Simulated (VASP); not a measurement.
# C (Fd-3m) in VASP: notebook

The runs below take C through single point, with LDA.

Program: VASP 6.6.1. These are calculated values, not measurements. Logs are shortened: lines on timing, memory, paths and dates and some standing lists are left out, and cuts for length are marked.

## 1. The cell of the first run

The structure is cubic, space group Fd-3m (No. 227). The conventional cell has a = 3.527 Å, b = 3.527 Å, c = 3.527 Å, α = 90.00°, β = 90.00°, γ = 90.00°. C (site symmetry -43m) has 4 C at 1.53 Å within 2.0 Å.

## 2. Single point, LDA

File INCAR:

```
SYSTEM = C
  PREC = Accurate
  ENCUT = 520
  EDIFF = 1E-7
  ISMEAR = 0
  SIGMA = 0.01
  LREAL = .FALSE.
  LASPH = .TRUE.
  NELM = 60
  ALGO = Normal
  ISIF = 2
  LWAVE = .FALSE.
  LCHARG = .FALSE.
  GGA = CA
  NBANDS = 11
```

File KPOINTS:

```
regular mesh
0
G
  12 12 12
  0 0 0
```

File POSCAR:

```
C
1.0
    1.7634264938      1.7634264938      0.0000000000
   -1.7634264938      1.7634264938      0.0000000000
    0.0000000000      1.7634264938      1.7634264938
C
2
Direct
    0.5000000000      0.5000000000      0.0000000000
    0.7500000000      0.2500000000      0.5000000000
```

Potentials or basis: VASP PAW LDA potentials, release 64 (C).

The run is started by

```console
$ cat potpaw_LDA.64/C/POTCAR > POTCAR
$ mpirun -np 1 vasp_std > vasp.out
```

OUTCAR:

```text
SYSTEM = C
   PREC = Accurate
   ENCUT = 520
   EDIFF = 1E-7
   ISMEAR = 0
   LREAL = .FALSE.
   LASPH = .TRUE.
   NELM = 60
   ISIF = 2
   GGA = CA

 ion  position               nearest neighbor table
   1  0.500  0.500  0.000-   2 1.53   2 1.53   2 1.53   2 1.53
   2  0.750  0.250  0.500-   1 1.53   1 1.53   1 1.53   1 1.53

  LATTYP: Found a face centered cubic cell.
 ALAT       =     3.5268529876

  Lattice vectors:

 A1 = (   0.0000000000,   1.7634264938,   1.7634264938)
 A2 = (   1.7634264938,   0.0000000000,   1.7634264938)
 A3 = (   1.7634264938,   1.7634264938,   0.0000000000)

Analysis of symmetry for initial positions (statically):
=====================================================================
 Subroutine PRICEL returns:
 Original cell was already a primitive cell.

 Routine SETGRP: Setting up the symmetry group for a
 face centered cubic supercell.

 Subroutine GETGRP returns: Found 48 space group operations
 (whereof 24 operations were pure point group operations)
 out of a pool of 48 trial point group operations.

The static configuration has the point symmetry T_d .
 The point group associated with its full space group is O_h .

Analysis of symmetry for dynamics (positions and initial velocities):
=====================================================================
 Subroutine PRICEL returns:
 Original cell was already a primitive cell.

 Routine SETGRP: Setting up the symmetry group for a
 face centered cubic supercell.

 Subroutine GETGRP returns: Found 48 space group operations
 (whereof 24 operations were pure point group operations)
 out of a pool of 48 trial point group operations.

The dynamic configuration has the point symmetry T_d .
 The point group associated with its full space group is O_h .

 Subroutine INISYM returns: Found 48 space group operations
 (whereof 24 operations are pure point group operations),
 and found     1 'primitive' translations

----------------------------------------------------------------------------------------

                                     Primitive cell

  volume of cell :      10.9674

  direct lattice vectors                    reciprocal lattice vectors
[... 85 lines left out ...]
   ENCUT  =  520.0 eV  38.22 Ry    6.18 a.u.   4.64  4.64  4.64*2*pi/ulx,y,z
   NELM   =     60;   NELMIN=  2; NELMDL= -5     # of ELM steps
   EDIFF  = 0.1E-06   stopping-criterion for ELM
   LREAL  =      F    real-space projection
   EDIFFG = 0.1E-05   stopping-criterion for IOM
   NSW    =      0    number of steps for IOM
   IBRION =     -1    ionic relax: 0-MD 1-quasi-New 2-CG
   NFREE  =      0    steps in history (QN), initial steepest desc. (CG)
   ISIF   =      2    stress and relaxation
   ISYM   =      2    0-nonsym 1-usesym 2-fastsym
   POTIM  = 0.5000    time-step for ionic-motion
   TEBEG  =    0.0;   TEEND  =   0.0 temperature during run
   PSTRESS=    0.0 pullay stress
   NELECT =       8.0000    total number of electrons
   NUPDOWN=      -1.0000    fix difference up-down
   EMIN   =  10.00;   EMAX   =-10.00  energy-range for DOS
   EFERMI =   0.00;   METHOD = LEGACY
   ISMEAR =     0;   SIGMA  =   0.01  broadening in eV -4-tet -1-fermi 0-gaus
   EFERMI_NEDOS =   21; number of points for ismear=-14 and -15
   IALGO  =     38    algorithm
   IMIX   =      4    mixing-type and parameters
     AMIX     =   0.40;   BMIX     =  1.00
     AMIX_MAG =   1.60;   BMIX_MAG =  1.00
  volume/ion in A,a.u.               =       5.48        37.01
  Fermi-wavevector in a.u.,A,eV,Ry     =   1.473683  2.784857 29.548346  2.171742
  Thomas-Fermi vector in A             =   2.588546
   LORBIT       =      0    0 simple, 1 ext, 2 COOP (PROOUT), +10 PAW based schemes
   GGA     = CA    functional components
   LHFCALC =     F    Hartree Fock is set to
   AEXX    =    0.0000 exact exchange contribution
   IVDW    =     0    specifies the selected vdW correction
   LEPSILON=     F    determine dielectric tensor
   LRPA    =     F    only Hartree local field effects (RPA)
 non-spin polarized calculation
 Gauss-broadening in eV      SIGMA  =   0.01
  energy-cutoff  :      520.00
  volume of cell :       10.97
 maximum number of plane-waves:       307
   NGX =  9   NGY =  9   NGZ =  9

 number of electron       7.9999998 magnetization

 Free energy of the ion-electron system (eV)
  ---------------------------------------------------
  ext. energy  EPLUGINS =         0.00000000
  ---------------------------------------------------
  free energy    TOTEN  =       -20.24438592 eV

  energy without entropy =      -20.24438592  energy(sigma->0) =      -20.24438592

 E-fermi :  10.2892     XC(G=0): -13.6635

 val. band max:       10.2236827224   @ k =   0.0000   0.0000   0.0000
 cond. band min:      14.4311159059   @ k =  -0.3333   0.3333   0.0000
 fundamental gap:      4.2074331835
 Fermi energy:        10.2892059893

 k-point     1 :       0.0000    0.0000    0.0000
  band No.  band energies     occupation
      1     -11.5498      2.00000
      2      10.2237      2.00000
      3      10.2237      2.00000
      4      10.2237      2.00000
      5      15.8613      0.00000
      6      15.8613      0.00000
      7      15.8613      0.00000
      8      24.5590      0.00000
      9      29.6756      0.00000
     10      37.2339      0.00000
     11      37.2339      0.00000
[... 309 lines left out ...]
 k-point    24 :      -0.4167    0.1667    0.0000
  band No.  band energies     occupation
      1      -7.2705      2.00000
      2       0.2953      2.00000
      3       5.8992      2.00000
      4       6.0432      2.00000
      5      16.9763      0.00000
      6      21.3790      0.00000
      7      21.7502      0.00000
      8      23.0830      0.00000
      9      31.4029      0.00000
     10      33.1110      0.00000
     11      37.9710      0.00000

 [... further k-points ...]
[... 5 lines left out ...]
  --------------------------------------------------------------------------------------
  -------------------------------------------------------------------------------------
  Total        0.2462441      0.2462441      0.2462441      0.0000000      0.0000000     -0.0000000
  in kB       35.9728046     35.9728046     35.9728046      0.0000000      0.0000000     -0.0000000
  external PRESSURE =      35.9728046 kB  Pullay stress =       0.0000000 kB

 VOLUME and BASIS-vectors are now :
 -----------------------------------------------------------------------------
  energy-cutoff  :      520.00
  volume of cell :       10.97
      direct lattice vectors                 reciprocal lattice vectors
     1.763426494  1.763426494  0.000000000     0.283538895  0.283538895 -0.283538895
    -1.763426494  1.763426494  0.000000000    -0.283538895  0.283538895 -0.283538895
     0.000000000  1.763426494  1.763426494     0.000000000  0.000000000  0.567077791

 POSITION                                       TOTAL-FORCE (eV/Angst)
 -----------------------------------------------------------------------------------
      0.00000      1.76343      0.00000        -0.000000      0.000000      0.000000
      0.88171      2.64514      0.88171         0.000000     -0.000000      0.000000
 -----------------------------------------------------------------------------------
    total drift:                                0.000000     -0.000000      0.000000

  FREE ENERGIE OF THE ION-ELECTRON SYSTEM (eV)
  ---------------------------------------------------
  free  energy   TOTEN  =       -20.2443859228 eV

  energy  without entropy=      -20.2443859228  energy(sigma->0) =      -20.24438592
```

stdout:

```text
POSCAR found type information on POSCAR C
 POSCAR found :  1 types and       2 ions
 scaLAPACK will be used
 LDA part: xc-table for (Slater(with rela. corr.)+CA(PZ))
 , standard interpolation
 POSCAR, INCAR and KPOINTS ok, starting setup
 FFT: planning ... GRIDC
 FFT: planning ... GRID_SOFT
 FFT: planning ... GRID
 WAVECAR not read
 entering main loop
```

It took 18 s on 1 thread of AMD EPYC 7R13, shared host; peak memory 0.08 GiB.

What came out:

- Free energy: -20.2444 eV
- Pressure: 3.6 GPa
- Band gap on the k mesh: 4.21 eV, indirect (least direct gap 5.64 eV)

## 3. Single point, LDA

This run uses another cell than the first one, of 5.46 Å³/atom, 0.996 times its volume.

File INCAR:

```
ALGO     = Normal         # electronic algorithm
EDIFF    = 1E-6           # SCF threshold, eV
ENCUT    = 520            # plane-wave cutoff, eV
ISIF     = 2              # what is computed and relaxed
ISMEAR   = 0              # smearing method
LASPH    = True           # aspherical terms in the spheres
LCHARG   = False          # write CHGCAR
LREAL    = False          # projectors in reciprocal space
LWAVE    = False          # write WAVECAR
NBANDS   = 11             # bands
NELM     = 60             # most SCF steps
PREC     = Accurate       # precision mode
SIGMA    = 0.01           # smearing width, eV
```

File KPOINTS:

```
k-points
0
Gamma
  12 12 12
```

File POSCAR:

```
C
1.0
    1.7609134856      1.7609134856      0.0000000000
   -1.7609134856      1.7609134856      0.0000000000
    0.0000000000      1.7609134856      1.7609134856
C
2
Direct
    0.5000000000      0.5000000000      0.0000000000
    0.7500000000      0.2500000000      0.5000000000
```

Potentials or basis: VASP PAW LDA potentials, release 64 (C).

The run is started by

```console
$ cat potpaw_LDA.64/C/POTCAR > POTCAR
$ mpirun -np 1 vasp_std > vasp.out
```

Run time: 19 s. Hardware: 1 thread of AMD EPYC 7R13, shared host; peak memory 0.08 GiB.

Results (log left out):

```
Free energy            : -20.2429 eV
Pressure               : 5.7 GPa
Band gap on the k mesh : 4.22 eV, indirect (least direct gap 5.65 eV)
```

Levels at points of the mesh, in eV from the valence-band top:
```csv
k point,band 1,band 2,band 3,band 4,band 5,band 6,band 7,band 8,band 9
"(0.00, 0.00, 0.00)",-21.83,0.00,0.00,0.00,5.65,5.65,5.65,14.44,19.51
"(0.50, 0.00, 0.00)",-15.77,-13.78,-2.89,-2.89,8.55,8.55,9.54,15.75,22.09
"(0.50, 0.50, 0.00)",-12.88,-12.88,-6.52,-6.52,4.79,4.79,17.21,17.21,23.65
```
